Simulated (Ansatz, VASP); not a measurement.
**One calculation of Y4I, two programs**

```
Y I
1.0
    -3.53814    3.53814    3.53814
     3.53814   -3.53814    3.53814
     3.53814    3.53814   -3.53814
Y I
4 1
Direct
  0.00000 0.00000 0.50000
  0.00000 0.50000 0.00000
  0.50000 0.00000 0.00000
  0.50000 0.50000 0.50000
  0.00000 0.00000 0.00000
```

Change from the starting cell: species swapped into the CrGa4 type (Im-3m, No. 229).

Alike in both runs: functional PBE; k mesh 4 × 4 × 4; occupations gaussian, width 0.1 eV; no spin polarisation.

Ansatz relaxed the structure, and its values are those at the end. VASP's run is a single point on that final structure, the one shown.

|  | VASP | Ansatz |
| --- | --- | --- |
| version | VASP 6.6.1 | Ansatz 0.2.0 |
| potentials or method | VASP PAW PBE potentials, release 64 (Y_sv, I), cutoff 520 eV | scalar-relativistic, plane waves, PAW |
| valence electrons in the cell | 51 | 61 |

```csv
,VASP,Ansatz,Ansatz less VASP
gap on the k mesh at the Fermi level (eV),none,none,-
pressure (GPa),0.1,0.1,+0.03
```

A gap of «none» marks a metal or a gap that the smearing closes. VASP's potentials hold 51 valence electrons a cell and Ansatz's 61, so a difference there can come from the potentials and not from the codes.

Spin-orbit coupling is off throughout.
